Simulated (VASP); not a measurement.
# BaTiO2 (P6/mmm) in VASP: single point with PBE

Aim: the single point of BaTiO2 with PBE.

Program: VASP 6.6.1. These are calculated values, not measurements. Logs are shortened: lines on timing, memory, paths and dates and some standing lists are left out, and cuts for length are marked.

### Step 1. The cell of the first run

Symmetry: P6/mmm, No. 191, hexagonal system. Conventional cell: a = 4.368 Å, b = 4.368 Å, c = 8.593 Å, α = 90.00°, β = 90.00°, γ = 120.00°. Ba (site symmetry 6/mmm) has 6 O at 2.52 Å within 3.3 Å. Within 5.6 Å of Ti (site symmetry 6/mmm) lie 2 Ba at 4.30 Å and 6 Ti at 4.37 Å and 12 O at 4.98 Å. Within 3.3 Å of O (site symmetry -6m2) lie 3 O at 2.52 Å and 3 Ba at 2.52 Å.

The cell was built from a structure type or drawn by symmetry, and may not be a known phase.

### Step 2. Single point, PBE, collinear spin

INCAR reads:

```
PREC = Accurate
ENCUT = 520
EDIFF = 1E-6
ISMEAR = 0
SIGMA = 0.1
LREAL = False
LASPH = True
NELM = 150
ALGO = Fast
ISIF = 2
LWAVE = False
LCHARG = True
ISPIN = 2
MAGMOM = 0 2.7 0.19 0.19
LORBIT = 11
LMAXMIX = 4
GGA = PE
LELF = True
LVHAR = True
NBANDS = 29
```

KPOINTS reads:

```
Automatic mesh
0
Gamma
  12 12 6
```

POSCAR reads:

```
BaTiO2
1.0
    4.3683867203      0.0000000000      0.0000000000
   -2.1841933602      3.7831338733      0.0000000000
    0.0000000000      0.0000000000      8.5925281956
Ba Ti O
1 1 2
Direct
    0.0000000000      0.0000000000      0.5000000000
    0.0000000000      0.0000000000      0.0000000000
    0.3333333333      0.6666666667      0.5000000000
    0.6666666667      0.3333333333      0.5000000000
```

Potentials or basis: VASP PAW PBE potentials, release 64 (Ba_sv, Ti_sv, O).

Command:

```sh
$ cat potpaw_PBE.64/Ba_sv/POTCAR potpaw_PBE.64/Ti_sv/POTCAR potpaw_PBE.64/O/POTCAR > POTCAR
$ mpirun -np 1 vasp_std > vasp.out
```

OUTCAR:

```text
PREC = Accurate
   ENCUT = 520
   EDIFF = 1E-6
   ISMEAR = 0
   LREAL = False
   LASPH = True
   NELM = 150
   ISIF = 2
   ISPIN = 2
   LORBIT = 11
   GGA = PE

 ion  position               nearest neighbor table
   1  0.000  0.000  0.500-   3 2.52   4 2.52   3 2.52   4 2.52   4 2.52   3 2.52
   2  0.000  0.000  0.000-
   3  0.333  0.667  0.500-   1 2.52   1 2.52   1 2.52
   4  0.667  0.333  0.500-   1 2.52   1 2.52   1 2.52

  LATTYP: Found a hexagonal cell.
 ALAT       =     4.3683867203
 C/A-ratio  =     1.9669797446

  Lattice vectors:

 A1 = (   4.3683867203,   0.0000000000,   0.0000000000)
 A2 = (  -2.1841933602,   3.7831338733,   0.0000000000)
 A3 = (   0.0000000000,   0.0000000000,   8.5925281956)

Analysis of symmetry for initial positions (statically):
=====================================================================
 Subroutine PRICEL returns:
 Original cell was already a primitive cell.

 Routine SETGRP: Setting up the symmetry group for a
 hexagonal supercell.

 Subroutine GETGRP returns: Found 24 space group operations
 (whereof 24 operations were pure point group operations)
 out of a pool of 24 trial point group operations.

The static configuration has the point symmetry D_6h.

Analysis of symmetry for dynamics (positions and initial velocities):
=====================================================================
 Subroutine PRICEL returns:
 Original cell was already a primitive cell.

 Routine SETGRP: Setting up the symmetry group for a
 hexagonal supercell.

 Subroutine GETGRP returns: Found 24 space group operations
 (whereof 24 operations were pure point group operations)
 out of a pool of 24 trial point group operations.

The dynamic configuration has the point symmetry D_6h.

Analysis of structural, dynamic, and magnetic symmetry:
=====================================================================
 Subroutine PRICEL returns:
 Original cell was already a primitive cell.

 Routine SETGRP: Setting up the symmetry group for a
 hexagonal supercell.

 Subroutine GETGRP returns: Found 24 space group operations
 (whereof 24 operations were pure point group operations)
 out of a pool of 24 trial point group operations.

The overall configuration has the point symmetry D_6h.

 Subroutine INISYM returns: Found 24 space group operations
 (whereof 24 operations are pure point group operations),
 and found     1 'primitive' translations

----------------------------------------------------------------------------------------

                                     Primitive cell

  volume of cell :     142.0018

  direct lattice vectors                    reciprocal lattice vectors
     4.368386720  0.000000000  0.000000000     0.228917462  0.132165558  0.000000000
    -2.184193360  3.783133873  0.000000000     0.000000000  0.264331116  0.000000000
     0.000000000  0.000000000  8.592528196     0.000000000  0.000000000  0.116380183

  length of vectors
     4.368386720  4.368386720  8.592528196     0.264331116  0.264331116  0.116380183

  position of ions in fractional coordinates (direct lattice)
     0.000000000  0.000000000  0.500000000
     0.000000000  0.000000000  0.000000000
     0.333333333  0.666666667  0.500000000
     0.666666667  0.333333333  0.500000000

  ion indices of the primitive-cell ions
   primitive index   ion index
                 1           1
                 2           2
                 3           3
                 4           4

----------------------------------------------------------------------------------------

 KPOINTS: Automatic mesh

Automatic generation of k-mesh.
 Grid dimensions read from file:
 generate k-points for:   12   12    6

 Generating k-lattice:

  Cartesian coordinates                     Fractional coordinates (reciprocal lattice)
     0.019076455  0.011013797  0.000000000     0.083333333  0.000000000  0.000000000
     0.000000000  0.022027593  0.000000000     0.000000000  0.083333333  0.000000000
     0.000000000  0.000000000  0.019396697     0.000000000  0.000000000  0.166666667

  Length of vectors
     0.022027593  0.022027593  0.019396697

  Shift w.r.t. Gamma in fractional coordinates (k-lattice)
     0.000000000  0.000000000  0.000000000

 Subroutine IBZKPT returns following result:
 ===========================================

 Found     76 irreducible k-points:

 Following reciprocal coordinates:
            Coordinates               Weight
  0.000000  0.000000  0.000000      1.000000
  0.083333  0.000000  0.000000      6.000000
  0.166667  0.000000  0.000000      6.000000
  0.250000  0.000000  0.000000      6.000000
  0.333333  0.000000  0.000000      6.000000
  0.416667  0.000000  0.000000      6.000000
[... 16 lines left out ...]
  0.250000  0.000000  0.166667     12.000000
  0.333333  0.000000  0.166667     12.000000
 [... further k-points ...]
   k-points           NKPTS =     76   k-points in BZ     NKDIM =     76   number of bands    NBANDS=     29
   number of dos      NEDOS =    301   number of ions     NIONS =      4
   total plane-waves  NPLWV =  65536
   dimension x,y,z NGX =    32 NGY =   32 NGZ =   64
   dimension x,y,z NGXF=    64 NGYF=   64 NGZF=  128
   ions per type =               1   1   2
   NGX,Y,Z   is equivalent  to a cutoff of  12.18, 12.18, 12.38 a.u.
   NGXF,Y,Z  is equivalent  to a cutoff of  24.36, 24.36, 24.77 a.u.
 SYSTEM =  unknown system
   PREC   = accura    normal or accurate (medium, high low for compatibility)
   ISTART =      0    job   : 0-new  1-cont  2-samecut
   ICHARG =      2    charge: 1-file 2-atom 10-const
   ISPIN  =      2    spin polarized calculation?
   LNONCOLLINEAR =      F non collinear calculations
   LSORBIT =      F    spin-orbit coupling
   LASPH  =      T    aspherical Exc in radial PAW
   ENCUT  =  520.0 eV  38.22 Ry    6.18 a.u.   8.12  8.12 15.98*2*pi/ulx,y,z
   NELM   =    150;   NELMIN=  2; NELMDL= -5     # of ELM steps
   EDIFF  = 0.1E-05   stopping-criterion for ELM
   LREAL  =      F    real-space projection
   EDIFFG = 0.1E-04   stopping-criterion for IOM
   NSW    =      0    number of steps for IOM
   IBRION =     -1    ionic relax: 0-MD 1-quasi-New 2-CG
   NFREE  =      0    steps in history (QN), initial steepest desc. (CG)
   ISIF   =      2    stress and relaxation
   ISYM   =      2    0-nonsym 1-usesym 2-fastsym
   POTIM  = 0.5000    time-step for ionic-motion
   TEBEG  =    0.0;   TEEND  =   0.0 temperature during run
   PSTRESS=    0.0 pullay stress
   NELECT =      34.0000    total number of electrons
   NUPDOWN=      -1.0000    fix difference up-down
   EMIN   =  10.00;   EMAX   =-10.00  energy-range for DOS
   EFERMI =   0.00;   METHOD = LEGACY
   ISMEAR =     0;   SIGMA  =   0.10  broadening in eV -4-tet -1-fermi 0-gaus
   EFERMI_NEDOS =   21; number of points for ismear=-14 and -15
   IALGO  =     68    algorithm
   IMIX   =      4    mixing-type and parameters
     AMIX     =   0.40;   BMIX     =  1.00
     AMIX_MAG =   1.60;   BMIX_MAG =  1.00
  volume/ion in A,a.u.               =      35.50       239.57
  Fermi-wavevector in a.u.,A,eV,Ry     =   1.016568  1.921035 14.060411  1.033411
  Thomas-Fermi vector in A             =   2.149919
   LORBIT       =     11    0 simple, 1 ext, 2 COOP (PROOUT), +10 PAW based schemes
   GGA     = PE    functional components
   LHFCALC =     F    Hartree Fock is set to
   AEXX    =    0.0000 exact exchange contribution
   IVDW    =     0    specifies the selected vdW correction
   LEPSILON=     F    determine dielectric tensor
   LRPA    =     F    only Hartree local field effects (RPA)
 spin polarized calculation
 RMM-DIIS sequential band-by-band and
 Gauss-broadening in eV      SIGMA  =   0.10
  energy-cutoff  :      520.00
  volume of cell :      142.00
 maximum number of plane-waves:      3848
   NGX = 17   NGY = 17   NGZ = 31

 number of electron      33.9999983 magnetization       2.4564151

 Free energy of the ion-electron system (eV)
  ---------------------------------------------------
  ext. energy  EPLUGINS =         0.00000000
  ---------------------------------------------------
  free energy    TOTEN  =       -18.09616921 eV

  energy without entropy =      -18.05153404  energy(sigma->0) =      -18.07385162

 E-fermi :  -0.2387     XC(G=0):  -6.9586

 val. band max:       -0.2391046966   @ k =   0.4167   0.0833   0.0000
 cond. band min:      -0.2380913739   @ k =   0.3333   0.1667   0.3333
 fundamental gap:      0.0010133227
 Fermi energy:        -0.2387106457

 spin component 1

 k-point     1 :       0.0000    0.0000    0.0000
  band No.  band energies     occupation
      1     -58.3434      1.00000
      2     -34.6892      1.00000
      3     -34.6198      1.00000
      4     -34.6198      1.00000
      5     -25.4103      1.00000
      6     -16.3114      1.00000
[... 21 lines left out ...]
     28      11.3923      0.00000
     29      11.3981      0.00000
[... 705 lines left out ...]
 k-point    24 :       0.3333    0.0000    0.1667
  band No.  band energies     occupation
      1     -58.3432      1.00000
      2     -34.6889      1.00000
      3     -34.6232      1.00000
      4     -34.6207      1.00000
      5     -25.3039      1.00000
      6     -16.7362      1.00000
[... 21 lines left out ...]
     28       7.3611      0.00000
     29       9.1155      0.00000

 [... further k-points ...]

 spin component 2

 k-point     1 :       0.0000    0.0000    0.0000
  band No.  band energies     occupation
      1     -56.4267      1.00000
      2     -32.8612      1.00000
      3     -32.6650      1.00000
      4     -32.6650      1.00000
      5     -25.4167      1.00000
      6     -16.5470      1.00000
[... 21 lines left out ...]
     28      11.1890      0.00000
     29      11.2715      0.00000
[... 705 lines left out ...]
 k-point    24 :       0.3333    0.0000    0.1667
  band No.  band energies     occupation
      1     -56.4265      1.00000
      2     -32.8608      1.00000
      3     -32.6688      1.00000
      4     -32.6660      1.00000
      5     -25.3068      1.00000
      6     -16.9577      1.00000
[... 21 lines left out ...]
     28       7.5732      0.00000
     29       9.0105      0.00000

 [... further k-points ...]
[... 5 lines left out ...]
  --------------------------------------------------------------------------------------
  -------------------------------------------------------------------------------------
  Total       -0.3618915     -0.3618915     -0.0504699      0.0000000      0.0000000      0.0000000
  in kB       -4.0831487     -4.0831487     -0.5694416      0.0000000      0.0000000      0.0000000
  external PRESSURE =      -2.9119130 kB  Pullay stress =       0.0000000 kB

 VOLUME and BASIS-vectors are now :
 -----------------------------------------------------------------------------
  energy-cutoff  :      520.00
  volume of cell :      142.00
      direct lattice vectors                 reciprocal lattice vectors
     4.368386720  0.000000000  0.000000000     0.228917462  0.132165558  0.000000000
    -2.184193360  3.783133873  0.000000000     0.000000000  0.264331116  0.000000000
     0.000000000  0.000000000  8.592528196     0.000000000  0.000000000  0.116380183

 POSITION                                       TOTAL-FORCE (eV/Angst)
 -----------------------------------------------------------------------------------
      0.00000      0.00000      4.29626        -0.000000      0.000000      0.000000
      0.00000      0.00000      0.00000        -0.000000      0.000000      0.000000
     -0.00000      2.52209      4.29626        -0.000000      0.000000      0.000000
      2.18419      1.26104      4.29626         0.000000      0.000000      0.000000
 -----------------------------------------------------------------------------------
    total drift:                                0.000000      0.000000     -0.000000

  FREE ENERGIE OF THE ION-ELECTRON SYSTEM (eV)
  ---------------------------------------------------
  free  energy   TOTEN  =       -18.0961692120 eV

  energy  without entropy=      -18.0515340360  energy(sigma->0) =      -18.07385162

 total charge

# of ion       s       p       d       tot
------------------------------------------
    1        2.012   5.581   0.432   8.026
    2        2.173   5.937   1.949  10.059
    3        1.601   3.221   0.000   4.822
    4        1.601   3.221   0.000   4.822
--------------------------------------------------
tot          7.387  17.961   2.382  27.729

 magnetization (x)

# of ion       s       p       d       tot
------------------------------------------
    1        0.001  -0.003   0.001  -0.001
    2        0.050   0.011   1.924   1.985
    3       -0.002  -0.130   0.000  -0.132
    4       -0.002  -0.130   0.000  -0.132
--------------------------------------------------
tot          0.047  -0.252   1.925   1.720
```

Wall time 34 min (1 thread of Oxide Virtual Turin-like, shared host); peak memory 0.62 GiB.

Results:

* Free energy: -18.0962 eV
* Pressure: -0.3 GPa
* Net moment: 2.46 μB per cell
* Site moments: Ba -0.00; Ti +1.99; O -0.13 μB
* Valence electrons inside the program's atomic spheres: Ba 8.03; Ti 10.06; O 4.82

Caveat: spin-orbit coupling is left out, which moves the levels of the heavy elements; semilocal functionals often make such compounds metallic where correlation or magnetic order opens a gap, which also shifts bond lengths.
